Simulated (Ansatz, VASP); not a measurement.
# ZrSi2 in VASP and in Ansatz

```
Si Zr
1.0
     3.67907    0.00000    0.00000
     0.00000    3.70518    0.00000
     0.00000    0.00000   27.65331
Si Zr
8 4
Direct
  0.25000 0.50000 0.27038
  0.75000 0.00000 0.26951
  0.25000 0.00000 0.37408
  0.75000 0.00000 0.43286
  0.25000 0.00000 0.53911
  0.75000 0.50000 0.53876
  0.25000 0.50000 0.64697
  0.75000 0.50000 0.70805
  0.75000 0.50000 0.35110
  0.25000 0.50000 0.46097
  0.75000 0.00000 0.61590
  0.25000 0.00000 0.72272
```

Alike in both runs: functional PBE; k mesh 9 × 9 × 1; occupations gaussian, width 0.1 eV; no spin polarisation.

Ansatz relaxed the structure, and its values are those at the end. VASP's run is a single point on that final structure, the one shown.

```csv
,VASP,Ansatz
version,VASP 6.6.1,Ansatz 0.2.0
potentials or method,"VASP PAW PBE potentials, release 64 (Si, Zr_sv), cutoff 520 eV","scalar-relativistic, plane waves, PAW"
valence electrons in the cell,80,80
```

|  | VASP | Ansatz | Ansatz less VASP |
| --- | --- | --- | --- |
| gap on the k mesh at the Fermi level (eV) | none | none | - |
| rms of the force components (eV/Å) | 0.003 | 0.002 | -0.0011 |

A gap of «none» marks a metal or a gap that the smearing closes. Ansatz's warnings: xc potential rough in thin density.
